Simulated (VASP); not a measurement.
# Ni (Fm-3m) in VASP: notebook

The runs below take Ni through single point, with LDA.

Everything below comes from runs of VASP 6.6.1. Logs are shortened: lines on timing, memory, paths and dates and some standing lists are left out, and cuts for length are marked.

### Step 1. The cell of the first run

It takes space group Fm-3m (No. 225, cubic). The conventional cell has a = 3.354 Å, b = 3.354 Å, c = 3.354 Å, α = 90.00°, β = 90.00°, γ = 90.00°. Within 3.1 Å of Ni (site symmetry m-3m) lie 12 Ni at 2.37 Å.

### Step 2. Single point, LDA, collinear spin, ferromagnetic start

Input file INCAR:

```
  PREC = Accurate
  ENCUT = 520
  EDIFF = 1E-6
  ISMEAR = 0
  SIGMA = 0.15
  LREAL = False
  LASPH = True
  NELM = 150
  ALGO = Normal
  ISIF = 2
  LWAVE = False
  LCHARG = False
  ISPIN = 2
  MAGMOM = 0.375
  LORBIT = 11
  NUPDOWN = 0.375
  LMAXMIX = 4
  GGA = CA
  NBANDS = 15
```

Input file KPOINTS:

```
regular mesh
0
Gamma
  24 24 24
```

Input file POSCAR:

```
Ni
1.0
    0.0000000000      1.6770265810      1.6770265810
    1.6770265810      0.0000000000      1.6770265810
    1.6770265810      1.6770265810      0.0000000000
Ni
1
Direct
    0.0000000000      0.0000000000      0.0000000000
```

Potentials or basis: VASP PAW LDA potentials, release 64 (Ni).

The run is started by

```bash
> cat potpaw_LDA.64/Ni/POTCAR > POTCAR
> mpirun -np 1 vasp_std > vasp.out
```

OUTCAR:

```text
PREC = Accurate
   ENCUT = 520
   EDIFF = 1E-6
   ISMEAR = 0
   LREAL = False
   LASPH = True
   NELM = 150
   ISIF = 2
   ISPIN = 2
   LORBIT = 11
   NUPDOWN = 0.375
   GGA = CA

 ion  position               nearest neighbor table
   1  0.000  0.000  0.000-

  LATTYP: Found a face centered cubic cell.
 ALAT       =     3.3540531620

  Lattice vectors:

 A1 = (   0.0000000000,   1.6770265810,   1.6770265810)
 A2 = (   1.6770265810,   0.0000000000,   1.6770265810)
 A3 = (   1.6770265810,   1.6770265810,   0.0000000000)

Analysis of symmetry for initial positions (statically):
=====================================================================
 Subroutine PRICEL returns:
 Original cell was already a primitive cell.

 Routine SETGRP: Setting up the symmetry group for a
 face centered cubic supercell.

 Subroutine GETGRP returns: Found 48 space group operations
 (whereof 48 operations were pure point group operations)
 out of a pool of 48 trial point group operations.

The static configuration has the point symmetry O_h .

Analysis of symmetry for dynamics (positions and initial velocities):
=====================================================================
 Subroutine PRICEL returns:
 Original cell was already a primitive cell.

 Routine SETGRP: Setting up the symmetry group for a
 face centered cubic supercell.

 Subroutine GETGRP returns: Found 48 space group operations
 (whereof 48 operations were pure point group operations)
 out of a pool of 48 trial point group operations.

The dynamic configuration has the point symmetry O_h .

Analysis of structural, dynamic, and magnetic symmetry:
=====================================================================
 Subroutine PRICEL returns:
 Original cell was already a primitive cell.

 Routine SETGRP: Setting up the symmetry group for a
 face centered cubic supercell.

 Subroutine GETGRP returns: Found 48 space group operations
 (whereof 48 operations were pure point group operations)
 out of a pool of 48 trial point group operations.

The overall configuration has the point symmetry O_h .

 Subroutine INISYM returns: Found 48 space group operations
 (whereof 48 operations are pure point group operations),
 and found     1 'primitive' translations

----------------------------------------------------------------------------------------

                                     Primitive cell

  volume of cell :       9.4330

  direct lattice vectors                    reciprocal lattice vectors
     0.000000000  1.677026581  1.677026581    -0.298146735  0.298146735  0.298146735
     1.677026581  0.000000000  1.677026581     0.298146735 -0.298146735  0.298146735
     1.677026581  1.677026581  0.000000000     0.298146735  0.298146735 -0.298146735

  length of vectors
     2.371673735  2.371673735  2.371673735     0.516405294  0.516405294  0.516405294

  position of ions in fractional coordinates (direct lattice)
     0.000000000  0.000000000  0.000000000

  ion indices of the primitive-cell ions
   primitive index   ion index
                 1           1

----------------------------------------------------------------------------------------

 KPOINTS: regular mesh

Automatic generation of k-mesh.
 Grid dimensions read from file:
 generate k-points for:   24   24   24

 Generating k-lattice:

  Cartesian coordinates                     Fractional coordinates (reciprocal lattice)
    -0.012422781  0.012422781  0.012422781     0.041666667  0.000000000  0.000000000
     0.012422781 -0.012422781  0.012422781     0.000000000  0.041666667  0.000000000
     0.012422781  0.012422781 -0.012422781     0.000000000  0.000000000  0.041666667

  Length of vectors
     0.021516887  0.021516887  0.021516887

  Shift w.r.t. Gamma in fractional coordinates (k-lattice)
     0.000000000  0.000000000  0.000000000

 Subroutine IBZKPT returns following result:
 ===========================================

 Found    413 irreducible k-points:

 Following reciprocal coordinates:
            Coordinates               Weight
  0.000000  0.000000  0.000000      1.000000
  0.041667  0.000000  0.000000      8.000000
  0.083333  0.000000  0.000000      8.000000
  0.125000  0.000000  0.000000      8.000000
  0.166667  0.000000  0.000000      8.000000
  0.208333  0.000000  0.000000      8.000000
[... 16 lines left out ...]
  0.416667  0.041667  0.000000     24.000000
  0.458333  0.041667  0.000000     24.000000
 [... further k-points ...]
   k-points           NKPTS =    413   k-points in BZ     NKDIM =    413   number of bands    NBANDS=     15
   number of dos      NEDOS =    301   number of ions     NIONS =      1
   total plane-waves  NPLWV =   5832
   dimension x,y,z NGX =    18 NGY =   18 NGZ =   18
   dimension x,y,z NGXF=    36 NGYF=   36 NGZF=   36
   ions per type =               1
   NGX,Y,Z   is equivalent  to a cutoff of  12.62, 12.62, 12.62 a.u.
   NGXF,Y,Z  is equivalent  to a cutoff of  25.23, 25.23, 25.23 a.u.
 SYSTEM =  unknown system
   PREC   = accura    normal or accurate (medium, high low for compatibility)
   ISTART =      0    job   : 0-new  1-cont  2-samecut
   ICHARG =      2    charge: 1-file 2-atom 10-const
   ISPIN  =      2    spin polarized calculation?
   LNONCOLLINEAR =      F non collinear calculations
   LSORBIT =      F    spin-orbit coupling
   LASPH  =      T    aspherical Exc in radial PAW
   ENCUT  =  520.0 eV  38.22 Ry    6.18 a.u.   4.41  4.41  4.41*2*pi/ulx,y,z
   NELM   =    150;   NELMIN=  2; NELMDL= -5     # of ELM steps
   EDIFF  = 0.1E-05   stopping-criterion for ELM
   LREAL  =      F    real-space projection
   EDIFFG = 0.1E-04   stopping-criterion for IOM
   NSW    =      0    number of steps for IOM
   IBRION =     -1    ionic relax: 0-MD 1-quasi-New 2-CG
   NFREE  =      0    steps in history (QN), initial steepest desc. (CG)
   ISIF   =      2    stress and relaxation
   ISYM   =      2    0-nonsym 1-usesym 2-fastsym
   POTIM  = 0.5000    time-step for ionic-motion
   TEBEG  =    0.0;   TEEND  =   0.0 temperature during run
   PSTRESS=    0.0 pullay stress
   NELECT =      10.0000    total number of electrons
   NUPDOWN=       0.3750    fix difference up-down
   EMIN   =  10.00;   EMAX   =-10.00  energy-range for DOS
   EFERMI =   0.00;   METHOD = LEGACY
   ISMEAR =     0;   SIGMA  =   0.15  broadening in eV -4-tet -1-fermi 0-gaus
   EFERMI_NEDOS =   21; number of points for ismear=-14 and -15
   IALGO  =     38    algorithm
   IMIX   =      4    mixing-type and parameters
     AMIX     =   0.40;   BMIX     =  1.00
     AMIX_MAG =   1.60;   BMIX_MAG =  1.00
  volume/ion in A,a.u.               =       9.43        63.66
  Fermi-wavevector in a.u.,A,eV,Ry     =   1.669263  3.154451 37.911824  2.786440
  Thomas-Fermi vector in A             =   2.754967
   LORBIT       =     11    0 simple, 1 ext, 2 COOP (PROOUT), +10 PAW based schemes
   GGA     = CA    functional components
   LHFCALC =     F    Hartree Fock is set to
   AEXX    =    0.0000 exact exchange contribution
   IVDW    =     0    specifies the selected vdW correction
   LEPSILON=     F    determine dielectric tensor
   LRPA    =     F    only Hartree local field effects (RPA)
 spin polarized calculation
 Gauss-broadening in eV      SIGMA  =   0.15
  energy-cutoff  :      520.00
  volume of cell :        9.43
 maximum number of plane-waves:       271
 NGX is ok and might be reduce to    18
   NGX =  9   NGY =  9   NGZ =  9

 number of electron      10.0000007 magnetization       0.3750001

 Free energy of the ion-electron system (eV)
  ---------------------------------------------------
  ext. energy  EPLUGINS =         0.00000000
  ---------------------------------------------------
  free energy    TOTEN  =        -6.54779612 eV

  energy without entropy =       -6.52121245  energy(sigma->0) =       -6.53450429

 E-fermi :  11.1904     XC(G=0): -14.4787

 val. band max:       11.1900537076   @ k =   0.4583   0.4167   0.0000
 cond. band min:      11.0501728317   @ k =  -0.4583   0.4583   0.0000
 fundamental gap:     -0.1398808759
 Fermi energy:        11.0485032989

 spin component 1

 k-point     1 :       0.0000    0.0000    0.0000
  band No.  band energies     occupation
      1       1.2164      1.00000
      2       8.5910      1.00000
      3       8.5910      1.00000
      4       8.5910      1.00000
      5      10.0034      1.00000
      6      10.0034      1.00000
      7      36.1816      0.00000
      8      41.1053      0.00000
      9      41.1053      0.00000
     10      41.1053      0.00000
     11      44.6979      0.00000
     12      44.6979      0.00000
     13      44.6979      0.00000
     14      47.3903      0.00000
     15      55.2171      0.00000

 k-point     2 :       0.0417    0.0000    0.0000
  band No.  band energies     occupation
      1       1.2923      1.00000
      2       8.5676      1.00000
      3       8.6104      1.00000
      4       8.6104      1.00000
      5       9.9945      1.00000
      6       9.9945      1.00000
      7      36.0470      0.00000
      8      40.0128      0.00000
      9      40.9669      0.00000
     10      40.9669      0.00000
     11      44.9094      0.00000
     12      44.9094      0.00000
     13      45.3097      0.00000
     14      48.0294      0.00000
     15      54.3622      0.00000
[... 365 lines left out ...]
      3       8.6684      1.00000
      4       9.3322      1.00000
      5      10.7826      0.99391
      6      10.8843      0.93919
      7      20.2225      0.00000
      8      34.7271      0.00000
      9      37.2314      0.00000
     10      38.7784      0.00000
     11      41.9062      0.00000
     12      43.1292      0.00000
     13      48.4783      0.00000
     14      56.1262      0.00000
     15      57.8410      0.00000

 k-point    24 :       0.4583    0.0417    0.0000
  band No.  band energies     occupation
      1       5.6536      1.00000
      2       8.5429      1.00000
      3       8.6208      1.00000
      4       9.8650      1.00000
      5      10.8642      0.95887
      6      11.2130      0.06049
      7      18.8970      0.00000
      8      34.5009      0.00000
      9      37.3901      0.00000
     10      38.1946      0.00000
     11      41.9483      0.00000
     12      42.5448      0.00000
     13      48.8299      0.00000
     14      56.8043      0.00000
     15      59.3675      0.00000

 [... further k-points ...]

 spin component 2

 k-point     1 :       0.0000    0.0000    0.0000
  band No.  band energies     occupation
      1       1.2447      1.00000
      2       8.9790      1.00000
      3       8.9790      1.00000
      4       8.9790      1.00000
      5      10.3576      1.00000
      6      10.3576      1.00000
      7      36.1752      0.00000
      8      41.1301      0.00000
      9      41.1301      0.00000
     10      41.1301      0.00000
     11      44.8091      0.00000
     12      44.8091      0.00000
     13      44.8091      0.00000
     14      47.3784      0.00000
     15      55.3484      0.00000

 k-point     2 :       0.0417    0.0000    0.0000
  band No.  band energies     occupation
      1       1.3207      1.00000
      2       8.9545      1.00000
      3       8.9988      1.00000
      4       8.9988      1.00000
      5      10.3484      1.00000
      6      10.3484      1.00000
      7      36.0482      0.00000
      8      40.0481      0.00000
      9      40.9992      0.00000
     10      40.9992      0.00000
     11      45.0123      0.00000
     12      45.0123      0.00000
     13      45.3921      0.00000
     14      48.0293      0.00000
     15      54.4853      0.00000
[... 365 lines left out ...]
      3       9.0186      1.00000
      4       9.4959      1.00000
      5      11.1907      0.49889
      6      11.2520      0.28048
      7      20.4165      0.00000
      8      34.7251      0.00000
      9      37.3153      0.00000
     10      38.8599      0.00000
     11      41.9813      0.00000
     12      43.2026      0.00000
     13      48.5934      0.00000
     14      56.6307      0.00000
     15      58.2522      0.00000

 k-point    24 :       0.4583    0.0417    0.0000
  band No.  band energies     occupation
      1       5.8785      1.00000
      2       8.8836      1.00000
      3       8.9682      1.00000
      4      10.0226      1.00000
      5      11.2763      0.20891
      6      11.5305      0.00067
      7      19.1200      0.00000
      8      34.4972      0.00000
      9      37.4707      0.00000
     10      38.2726      0.00000
     11      42.0261      0.00000
     12      42.6229      0.00000
     13      48.9660      0.00000
     14      57.5620      0.00000
     15      59.5457      0.00000

 [... further k-points ...]
[... 5 lines left out ...]
  --------------------------------------------------------------------------------------
  -------------------------------------------------------------------------------------
  Total        1.0170269      1.0170269      1.0170269      0.0000000      0.0000000      0.0000000
  in kB      172.7401087    172.7401087    172.7401087      0.0000000      0.0000000      0.0000000
  external PRESSURE =     172.7401087 kB  Pullay stress =       0.0000000 kB

 VOLUME and BASIS-vectors are now :
 -----------------------------------------------------------------------------
  energy-cutoff  :      520.00
  volume of cell :        9.43
      direct lattice vectors                 reciprocal lattice vectors
     0.000000000  1.677026581  1.677026581    -0.298146735  0.298146735  0.298146735
     1.677026581  0.000000000  1.677026581     0.298146735 -0.298146735  0.298146735
     1.677026581  1.677026581  0.000000000     0.298146735  0.298146735 -0.298146735

 POSITION                                       TOTAL-FORCE (eV/Angst)
 -----------------------------------------------------------------------------------
      0.00000      0.00000      0.00000        -0.000000     -0.000000      0.000000
 -----------------------------------------------------------------------------------
    total drift:                                0.000000      0.000000      0.000000

  FREE ENERGIE OF THE ION-ELECTRON SYSTEM (eV)
  ---------------------------------------------------
  free  energy   TOTEN  =        -6.5477961210 eV

  energy  without entropy=       -6.5212124534  energy(sigma->0) =       -6.53450429

 total charge

# of ion       s       p       d       tot
------------------------------------------
    1        0.564   0.634   8.414   9.612

 magnetization (x)

# of ion       s       p       d       tot
------------------------------------------
    1       -0.004  -0.014   0.392   0.373
```

Run time: 93 s. Hardware: 1 thread of Intel Xeon Platinum 8488C (Sapphire Rapids), shared host; peak memory 0.19 GiB.

What came out:

```yaml
Free_energy: -6.5478 eV
Pressure: 17.3 GPa
Net_moment: 0.38 μB per cell
Site_moments: Ni +0.37 μB
Valence_electrons_inside_the_program's_atomic_spheres: Ni 9.61
```

Caveat: the total moment is fixed, so each spin has its own Fermi level.

### Step 3. Single point, LDA, collinear spin, ferromagnetic start

This run uses another cell than the first one, of 10.04 Å³/atom, 1.064 times its volume.

Input file INCAR:

```
  ALGO = Fast
  EDIFF = 1E-6
  ENCUT = 520
  GGA = CA
  ISIF = 2
  ISMEAR = 0
  ISPIN = 2
  LASPH = True
  LCHARG = False
  LMAXMIX = 4
  LORBIT = 11
  LREAL = False
  LWAVE = False
  MAGMOM = 0.75
  NBANDS = 15
  NELM = 150
  NUPDOWN = 0.75
  PREC = Accurate
  SIGMA = 0.15
```

Input file KPOINTS:

```
k-points
0
Gamma
  24 24 24
```

Input file POSCAR:

```
Ni
1.0
    0.0000000000      1.7119891795      1.7119891795
    1.7119891795      0.0000000000      1.7119891795
    1.7119891795      1.7119891795      0.0000000000
Ni
1
Direct
    0.0000000000      0.0000000000      0.0000000000
```

Potentials or basis: VASP PAW LDA potentials, release 64 (Ni).

The run is started by

```bash
> cat potpaw_LDA.64/Ni/POTCAR > POTCAR
> mpirun -np 1 vasp_std > vasp.out
```

It took 2.2 min on 1 thread of Intel Xeon Platinum 8488C (Sapphire Rapids), shared host; peak memory 0.2 GiB.

The run converged. Its results:

```
Free energy                                           : -6.5678 eV
Pressure                                              : 1.1 GPa
Net moment                                            : 0.75 μB per cell
Site moments                                          : Ni +0.74 μB
Valence electrons inside the program's atomic spheres : Ni 9.47
```

Caveat: the total moment is fixed, so each spin has its own Fermi level.
